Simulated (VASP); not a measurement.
Input of a VASP 6.6.1 run:

Contents of INCAR:

```
SYSTEM = Ti3SiN3
PREC = Accurate
ENCUT = 520
EDIFF = 1E-7
ISMEAR = 0
SIGMA = 0.1
LREAL = .False.
LASPH = .True.
NELM = 60
ALGO = Normal
ISIF = 2
LWAVE = .False.
LCHARG = .True.
LDIPOL = .True.
IDIPOL = 3
DIPOL = 0.5 0.5 0.338
GGA = PE
LELF = .True.
LVHAR = .True.
LVACPOTAV = .True.
NBANDS = 36
```

File KPOINTS:

```
regular mesh
0
Gamma
  9 9 1
  0 0 0
```

POSCAR

```
Ti3SiN3
1.0
    3.0028555065      0.0000000000      0.0000000000
    0.0000000000      3.0028555065      0.0000000000
    0.0000000000      0.0000000000     19.7584945265
Ti N Si
3 3 1
Direct
    0.5000000000      0.5000000000      0.2024445736
    0.0000000000      0.0000000000      0.3072496201
    0.5000000000      0.5000000000      0.4076776418
    0.0000000000      0.0000000000      0.2024445736
    0.5000000000      0.5000000000      0.3055678856
    0.0000000000      0.0000000000      0.4179718508
    0.1250000000      0.2500000000      0.5196215680
```

Potentials or basis: VASP PAW PBE potentials, release 64 (Ti_sv, N, Si).

Run with:

```bash
$ cat potpaw_PBE.64/Ti_sv/POTCAR potpaw_PBE.64/N/POTCAR potpaw_PBE.64/Si/POTCAR > POTCAR
$ mpirun -np 1 vasp_std > vasp.out
```

**Question.** What does it give for the largest force?

**Answer.** 1.535 eV/Å.

**Question.** Estimate the band gap on the k mesh.

**Answer.** Zero (an odd number of electrons rules out a gap without spin polarisation).

Forces on the atoms (eV/Å):
```
Ti  -0.020 -0.001  1.446
Ti   0.030  0.093  0.030
Ti   0.384  0.321  0.701
N   -0.018 -0.045 -1.534
N    0.000  0.000 -0.520
N    0.173  0.479 -0.118
Si  -0.549 -0.847 -0.004
```

Caveat: an odd number of electrons without spin polarisation forces a metal; a magnetic or distorted state may lie lower.
